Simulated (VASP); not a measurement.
Runs of VASP 6.6.1 on Sn. The structure is that of space group Fm-3m (No. 225), or close to it. The cells are those of the table. 

| cell | k mesh | gap on the mesh (eV) | pressure (GPa) |
| --- | --- | --- | --- |
| a = 3.448 Å, angles 60.0°, 1 atom | 13 × 13 × 13 | none | -5.1 |
| a = 3.364 Å, angles 60.0°, 1 atom | 13 × 13 × 13 | none | -2.2 |
| a = 3.181 Å, angles 60.0°, 1 atom | 13 × 13 × 13 | none | (b) |
| a = 3.229 Å, angles 60.0°, 1 atom | 13 × 13 × 13 | none | 5.7 |
| a = 3.406 Å, angles 60.0°, 1 atom | 13 × 13 × 13 | none | (a) |
| a = 3.320 Å, angles 60.0°, 1 atom | 13 × 13 × 13 | none | (c) |
| a = 3.275 Å, angles 60.0°, 1 atom | 13 × 13 × 13 | none | 2.5 |
| a = 3.320 Å, angles 60.0°, 1 atom | 19 × 19 × 19 | none | -0.2 |

Alike in all rows: task single point; level LDA; potentials or basis VASP PAW LDA potentials, release 64 (Sn_d); no spin polarisation; cutoff (eV) 520; smearing fermi-dirac 0.1 eV.

Problem. Estimate the missing entries.

Solution. (a) -3.8; (b) 9.8; (c) -0.1.

Caveats: spin-orbit coupling is left out, which moves the levels of the heavy elements.

A k mesh can miss the band edges, and the runs leave out spin-orbit coupling on Sn.

A gap of «none» marks levels without a gap at the run's occupations.
